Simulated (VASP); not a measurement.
# Zn (Fm-3m) in VASP: further runs, part 2 of 2

VASP 6.6.1. Earlier steps stand in the parts before.

## (3) Single point, PBE (Cd replaced by Zn, lengths x 0.908, strained)

Contents of INCAR:

```
SYSTEM = Zn
ALGO = Normal ; EDIFF = 1E-6
ENCUT = 500 ; GGA = PE
GGA_COMPAT = .False. ; ISIF = 2
ISMEAR = 0 ; LASPH = .True.
LCHARG = .False. ; LREAL = .False.
LWAVE = .False. ; NBANDS = 12
NELM = 120 ; PREC = Accurate
SIGMA = 0.1
```

Contents of KPOINTS:

```
k-points
0
Gamma
  8 8 8
  0 0 0
```

Contents of POSCAR:

```
Zn
1.0
    0.0000000000      2.0570701182      2.0570701182
    2.0570701182      0.0000000000      2.0570701182
    2.0570701182      2.0570701182      0.0000000000
Zn
1
Direct
    0.0000000000      0.0000000000      0.0000000000
```

Potentials or basis: VASP PAW PBE potentials, release 64 (Zn).

The run is started by

```bash
cat potpaw_PBE.64/Zn/POTCAR > POTCAR
mpirun -np 1 vasp_std > vasp.out
```

OUTCAR:

```text
SYSTEM = Zn
   EDIFF = 1E-6
   ENCUT = 500
   GGA = PE
   ISIF = 2
   ISMEAR = 0
   LASPH = .True.
   LREAL = .False.
   NELM = 120
   PREC = Accurate

 ion  position               nearest neighbor table
   1  0.000  0.000  0.000-

  LATTYP: Found a face centered cubic cell.
 ALAT       =     4.1141402364

  Lattice vectors:

 A1 = (   0.0000000000,   2.0570701182,   2.0570701182)
 A2 = (   2.0570701182,   0.0000000000,   2.0570701182)
 A3 = (   2.0570701182,   2.0570701182,   0.0000000000)

Analysis of symmetry for initial positions (statically):
=====================================================================
 Subroutine PRICEL returns:
 Original cell was already a primitive cell.

 Routine SETGRP: Setting up the symmetry group for a
 face centered cubic supercell.

 Subroutine GETGRP returns: Found 48 space group operations
 (whereof 48 operations were pure point group operations)
 out of a pool of 48 trial point group operations.

The static configuration has the point symmetry O_h .

Analysis of symmetry for dynamics (positions and initial velocities):
=====================================================================
 Subroutine PRICEL returns:
 Original cell was already a primitive cell.

 Routine SETGRP: Setting up the symmetry group for a
 face centered cubic supercell.

 Subroutine GETGRP returns: Found 48 space group operations
 (whereof 48 operations were pure point group operations)
 out of a pool of 48 trial point group operations.

The dynamic configuration has the point symmetry O_h .

 Subroutine INISYM returns: Found 48 space group operations
 (whereof 48 operations are pure point group operations),
 and found     1 'primitive' translations

----------------------------------------------------------------------------------------

                                     Primitive cell

  volume of cell :      17.4091

  direct lattice vectors                    reciprocal lattice vectors
     0.000000000  2.057070118  2.057070118    -0.243064150  0.243064150  0.243064150
     2.057070118  0.000000000  2.057070118     0.243064150 -0.243064150  0.243064150
     2.057070118  2.057070118  0.000000000     0.243064150  0.243064150 -0.243064150

  length of vectors
     2.909136460  2.909136460  2.909136460     0.420999457  0.420999457  0.420999457

  position of ions in fractional coordinates (direct lattice)
     0.000000000  0.000000000  0.000000000

  ion indices of the primitive-cell ions
   primitive index   ion index
                 1           1

----------------------------------------------------------------------------------------

 KPOINTS: k-points

Automatic generation of k-mesh.
 Grid dimensions read from file:
 generate k-points for:    8    8    8

 Generating k-lattice:

  Cartesian coordinates                     Fractional coordinates (reciprocal lattice)
    -0.030383019  0.030383019  0.030383019     0.125000000  0.000000000  0.000000000
     0.030383019 -0.030383019  0.030383019     0.000000000  0.125000000  0.000000000
     0.030383019  0.030383019 -0.030383019     0.000000000  0.000000000  0.125000000

  Length of vectors
     0.052624932  0.052624932  0.052624932

  Shift w.r.t. Gamma in fractional coordinates (k-lattice)
     0.000000000  0.000000000  0.000000000

 Subroutine IBZKPT returns following result:
 ===========================================

 Found     29 irreducible k-points:

 Following reciprocal coordinates:
            Coordinates               Weight
  0.000000  0.000000  0.000000      1.000000
  0.125000  0.000000  0.000000      8.000000
  0.250000  0.000000  0.000000      8.000000
  0.375000  0.000000  0.000000      8.000000
  0.500000  0.000000  0.000000      4.000000
  0.125000  0.125000  0.000000      6.000000
[... 16 lines left out ...]
  0.500000  0.250000  0.125000     48.000000
 -0.375000  0.250000  0.125000     24.000000
 [... further k-points ...]
   k-points           NKPTS =     29   k-points in BZ     NKDIM =     29   number of bands    NBANDS=     12
   number of dos      NEDOS =    301   number of ions     NIONS =      1
   total plane-waves  NPLWV =  13824
   dimension x,y,z NGX =    24 NGY =   24 NGZ =   24
   dimension x,y,z NGXF=    48 NGYF=   48 NGZF=   48
   ions per type =               1
   NGX,Y,Z   is equivalent  to a cutoff of  13.72, 13.72, 13.72 a.u.
   NGXF,Y,Z  is equivalent  to a cutoff of  27.43, 27.43, 27.43 a.u.
 SYSTEM =  Zn
   PREC   = accura    normal or accurate (medium, high low for compatibility)
   ISTART =      0    job   : 0-new  1-cont  2-samecut
   ICHARG =      2    charge: 1-file 2-atom 10-const
   ISPIN  =      1    spin polarized calculation?
   LNONCOLLINEAR =      F non collinear calculations
   LSORBIT =      F    spin-orbit coupling
   LASPH  =      T    aspherical Exc in radial PAW
   ENCUT  =  500.0 eV  36.75 Ry    6.06 a.u.   5.30  5.30  5.30*2*pi/ulx,y,z
   NELM   =    120;   NELMIN=  2; NELMDL= -5     # of ELM steps
   EDIFF  = 0.1E-05   stopping-criterion for ELM
   LREAL  =      F    real-space projection
   EDIFFG = 0.1E-04   stopping-criterion for IOM
   NSW    =      0    number of steps for IOM
   IBRION =     -1    ionic relax: 0-MD 1-quasi-New 2-CG
   NFREE  =      0    steps in history (QN), initial steepest desc. (CG)
   ISIF   =      2    stress and relaxation
   ISYM   =      2    0-nonsym 1-usesym 2-fastsym
   POTIM  = 0.5000    time-step for ionic-motion
   TEBEG  =    0.0;   TEEND  =   0.0 temperature during run
   PSTRESS=    0.0 pullay stress
   NELECT =      12.0000    total number of electrons
   NUPDOWN=      -1.0000    fix difference up-down
   EMIN   =  10.00;   EMAX   =-10.00  energy-range for DOS
   EFERMI =   0.00;   METHOD = LEGACY
   ISMEAR =     0;   SIGMA  =   0.10  broadening in eV -4-tet -1-fermi 0-gaus
   EFERMI_NEDOS =   21; number of points for ismear=-14 and -15
   IALGO  =     38    algorithm
   IMIX   =      4    mixing-type and parameters
     AMIX     =   0.40;   BMIX     =  1.00
     AMIX_MAG =   1.60;   BMIX_MAG =  1.00
  volume/ion in A,a.u.               =      17.41       117.48
  Fermi-wavevector in a.u.,A,eV,Ry     =   1.446137  2.732803 28.454036  2.091313
  Thomas-Fermi vector in A             =   2.564240
   LORBIT       =      0    0 simple, 1 ext, 2 COOP (PROOUT), +10 PAW based schemes
   GGA     = PE    functional components
   LHFCALC =     F    Hartree Fock is set to
   AEXX    =    0.0000 exact exchange contribution
   IVDW    =     0    specifies the selected vdW correction
   LEPSILON=     F    determine dielectric tensor
   LRPA    =     F    only Hartree local field effects (RPA)
 non-spin polarized calculation
 Gauss-broadening in eV      SIGMA  =   0.10
  energy-cutoff  :      500.00
  volume of cell :       17.41
 maximum number of plane-waves:       459
 NGX is ok and might be reduce to    24
   NGX = 11   NGY = 11   NGZ = 11

 number of electron      12.0000013 magnetization

 Free energy of the ion-electron system (eV)
  ---------------------------------------------------
  ext. energy  EPLUGINS =         0.00000000
  ---------------------------------------------------
  free energy    TOTEN  =        -1.03218700 eV

  energy without entropy =       -1.02725616  energy(sigma->0) =       -1.02972158

 E-fermi :   1.8007     XC(G=0): -10.8737

 val. band max:        1.7159142133   @ k =  -0.3750   0.3750   0.1250
 cond. band min:       1.8349232384   @ k =   0.5000   0.1250   0.0000
 fundamental gap:      0.1190090251
 Fermi energy:         1.8006664468

 k-point     1 :       0.0000    0.0000    0.0000
  band No.  band energies     occupation
      1      -7.1433      2.00000
      2      -5.1275      2.00000
      3      -5.1275      2.00000
      4      -5.1275      2.00000
      5      -4.8364      2.00000
      6      -4.8364      2.00000
      7      18.5916      0.00000
      8      18.5916      0.00000
      9      18.5916      0.00000
     10      20.0446      0.00000
     11      21.5744      0.00000
     12      21.5744      0.00000

 k-point     2 :       0.1250    0.0000    0.0000
  band No.  band energies     occupation
      1      -6.7224      2.00000
      2      -5.1453      2.00000
      3      -5.0911      2.00000
      4      -5.0911      2.00000
      5      -4.8429      2.00000
      6      -4.8429      2.00000
      7      14.1467      0.00000
      8      17.6897      0.00000
      9      17.6897      0.00000
     10      19.4668      0.00000
     11      23.1366      0.00000
     12      23.1366      0.00000
[... 316 lines left out ...]
 k-point    24 :      -0.3750    0.2500    0.1250
  band No.  band energies     occupation
      1      -5.4001      2.00000
      2      -5.2389      2.00000
      3      -4.9475      2.00000
      4      -4.9408      2.00000
      5      -4.6322      2.00000
      6       1.3183      2.00000
      7       1.4109      2.00000
      8       9.9935      0.00000
      9      10.8282      0.00000
     10      18.4460      0.00000
     11      21.1292      0.00000
     12      27.9483      0.00000

 [... further k-points ...]
[... 5 lines left out ...]
  --------------------------------------------------------------------------------------
  -------------------------------------------------------------------------------------
  Total       -0.6860938     -0.6860938     -0.6860938     -0.0000000     -0.0000000      0.0000000
  in kB      -63.1417768    -63.1417768    -63.1417768     -0.0000000     -0.0000000      0.0000000
  external PRESSURE =     -63.1417768 kB  Pullay stress =       0.0000000 kB

 VOLUME and BASIS-vectors are now :
 -----------------------------------------------------------------------------
  energy-cutoff  :      500.00
  volume of cell :       17.41
      direct lattice vectors                 reciprocal lattice vectors
     0.000000000  2.057070118  2.057070118    -0.243064150  0.243064150  0.243064150
     2.057070118  0.000000000  2.057070118     0.243064150 -0.243064150  0.243064150
     2.057070118  2.057070118  0.000000000     0.243064150  0.243064150 -0.243064150

 POSITION                                       TOTAL-FORCE (eV/Angst)
 -----------------------------------------------------------------------------------
      0.00000      0.00000      0.00000         0.000000      0.000000      0.000000
 -----------------------------------------------------------------------------------
    total drift:                               -0.000000     -0.000000     -0.000000

  FREE ENERGIE OF THE ION-ELECTRON SYSTEM (eV)
  ---------------------------------------------------
  free  energy   TOTEN  =        -1.0321869985 eV

  energy  without entropy=       -1.0272561572  energy(sigma->0) =       -1.02972158
```

OSZICAR:

```text
N       E                     dE             d eps       ncg     rms          rms(c)
DAV:   1     0.408740801988E+02    0.40874E+02   -0.64376E+03   720   0.146E+03
DAV:   2     0.871511753312E-01   -0.40787E+02   -0.39161E+02   724   0.207E+02
DAV:   3    -0.109655660088E+01   -0.11837E+01   -0.11815E+01   800   0.358E+01
DAV:   4    -0.109928056734E+01   -0.27240E-02   -0.27239E-02   804   0.174E+00
DAV:   5    -0.109928322593E+01   -0.26586E-05   -0.26589E-05   808   0.512E-02    0.204E+00
DAV:   6    -0.103602512853E+01    0.63258E-01   -0.33308E-01   848   0.114E+01    0.167E+00
DAV:   7    -0.103339974858E+01    0.26254E-02   -0.63668E-03   756   0.148E+00    0.839E-01
DAV:   8    -0.103216988599E+01    0.12299E-02   -0.11150E-03   844   0.447E-01    0.427E-02
DAV:   9    -0.103218558914E+01   -0.15703E-04   -0.63773E-05   836   0.866E-02    0.178E-02
DAV:  10    -0.103218711479E+01   -0.15256E-05   -0.26512E-06   808   0.224E-02    0.122E-03
DAV:  11    -0.103218699849E+01    0.11630E-06   -0.54452E-08   452   0.417E-03
   1 F= -.10321870E+01 E0= -.10297216E+01  d E =-.493084E-02
```

It took 11 s on 1 thread of AMD EPYC 7R43 (Zen 3), shared host; peak memory 0.1 GiB.

What came out:

```yaml
Free_energy: -1.0322 eV
Pressure: -6.3 GPa
Band_gap_on_the_k_mesh: zero (band 6 reaches 4.35 eV, above the bottom of band 7 at 0.59 eV)
```

Levels at points of the mesh, in eV from the Fermi level:
```tsv
k point	band 2	band 3	band 4	band 5	band 6	band 7	band 8	band 9	band 10	band 11
(0.00, 0.00, 0.00)	-6.93	-6.93	-6.93	-6.64	-6.64	16.79	16.79	16.79	18.24	19.77
(0.50, 0.00, 0.00)	-6.93	-6.93	-6.42	-6.42	-1.97	-1.21	14.08	14.08	16.88	17.92
(0.50, 0.50, 0.00)	-7.39	-6.43	-6.36	-6.36	-0.29	1.61	8.14	8.14	11.61	12.23
```

Caveat: the cell differs from its parent crystal (Cd replaced by Zn, lengths x 0.908, strained).

## (4) Single point, PBE (Cd replaced by Zn, lengths x 0.908, strained)

Contents of INCAR:

```
SYSTEM = Zn
PREC = Accurate
ENCUT = 500
EDIFF = 1E-6
ISMEAR = 0
SIGMA = 0.1
LREAL = .False.
LASPH = .True.
NELM = 120
ALGO = Normal
ISIF = 2
LWAVE = .False.
LCHARG = .True.
GGA = PE
LELF = .True.
LVHAR = .True.
NBANDS = 12
GGA_COMPAT = .False.
```

Contents of KPOINTS:

```
Automatic mesh
0
Gamma
  18 18 18
  0 0 0
```

POSCAR is that of step 3.

The run is started by

```bash
cat potpaw_PBE.64/Zn/POTCAR > POTCAR
mpirun -np 1 vasp_std > vasp.out
```

Run time: 54 s. Hardware: 1 thread of AMD EPYC 7R43 (Zen 3), shared host; peak memory 0.12 GiB.

It converged, with:

```
Free energy            : -1.0350 eV
Pressure               : -6.4 GPa
Band gap on the k mesh : zero (band 6 reaches 3.80 eV, above the bottom of band 7 at 0.59 eV)
```

Levels at points of the mesh, in eV from the Fermi level:
```
           k point  band 3  band 4  band 5  band 6  band 7  band 8  band 9  band 10
(0.00, 0.00, 0.00)   -7.23   -7.23   -6.94   -6.94   16.49   16.49   16.49    17.94
(0.50, 0.00, 0.00)   -7.23   -6.72   -6.72   -2.27   -1.51   13.78   13.78    16.58
(0.50, 0.50, 0.00)   -6.73   -6.66   -6.66   -0.59    1.31    7.84    7.84    11.30
```

Caveat: the cell differs from its parent crystal (Cd replaced by Zn, lengths x 0.908, strained).

## (5) Summary

| cell | k mesh | cutoff (eV) | gap on the mesh (eV) | pressure (GPa) |
| --- | --- | --- | --- | --- |
| a = 2.829 Å, angles 60.0°, 1 atom | 8 × 8 × 8 | 520 | none | -2.7 |
| a = 2.909 Å, angles 60.0°, 1 atom | 8 × 8 × 8 | 500 | none | -6.3 |
| a = 2.909 Å, angles 60.0°, 1 atom | 18 × 18 × 18 | 500 | none | -6.4 |

Alike in all rows: task single point; level PBE; potentials or basis VASP PAW PBE potentials, release 64 (Zn); no spin polarisation; smearing gaussian 0.1 eV.

Absolute energies hang on the potentials; compare differences alone.
